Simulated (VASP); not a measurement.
The system is Re.

```
CELL_PARAMETERS angstrom
2.81495 0.00000 0.00000
-1.40747 2.43782 0.00000
0.00000 0.00000 4.54564
ATOMIC_POSITIONS crystal
Re 0.66667 0.33333 0.75000
Re 0.33333 0.66667 0.25000
```

Base run:

- Program: VASP 6.6.1
- Functional: PBEsol
- Potentials or basis: VASP PAW PBE potentials, release 64 (Re)
- Cutoff: 520 eV
- k mesh: 11 × 11 × 6
- Occupations: fermi-dirac, width 0.05 eV
- Spin: no spin polarisation

Its results: pressure -23.6 GPa.

Problem. The run is repeated on the same cell with these changes: spin from no spin polarisation to non-collinear spin, zero start, spin-orbit coupling; further incar settings from ALGO = Fast; EDIFF = 1e-06; NBANDS = 14 to ALGO = Normal; EDIFF = 1e-07; NBANDS = 26. What comes out?

Solution. Pressure -22.7 GPa; net moment 0.00 μB per cell.

Caveats: the PAW data sets were made with another functional, which shifts forces and pressure a little.
